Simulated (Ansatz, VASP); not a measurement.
One calculation of HfC, two programs

```
Hf C
1.0
     0.00000    2.15860    2.15860
     2.15860    0.00000    2.15860
     2.15860    2.15860    0.00000
Hf C
1 1
Direct
  0.00000 0.00000 0.00000
  0.50000 0.50000 0.50000
```

Alike in both runs: task relaxation of cell and atoms; functional LDA; k mesh 17 × 17 × 17; occupations fermi-dirac, width 0.08 eV; no spin polarisation.

|  | VASP | Ansatz |
| --- | --- | --- |
| version | VASP 6.6.1 | Ansatz 0.2.0 |
| potentials or method | VASP PAW LDA potentials, release 64 (Hf_pv, C) | PAW with Ansatz's default frozen-core files, scalar-relativistic |
| plane-wave cutoff (eV) | 600 | 420 |
| valence electrons in the cell | 14 | 30 |

Ansatz gave:

- relaxed volume (Å³/atom): 11.95
- relaxed cell length with the largest relative difference (Å): 3.233

Estimate VASP's values.

relaxed volume (Å³/atom): 11.98; relaxed cell length with the largest relative difference (Å): 3.236.

LDA's correlation is that of Perdew and Zunger in VASP and of Perdew and Wang (1992) in Ansatz. VASP's potentials hold 14 valence electrons a cell and Ansatz's 30, so a difference there can come from the potentials and not from the codes.

Neither program's run includes spin-orbit coupling. Noted on VASP's run: the volume moved by over 15 % at a fixed basis, so the end points are rough.
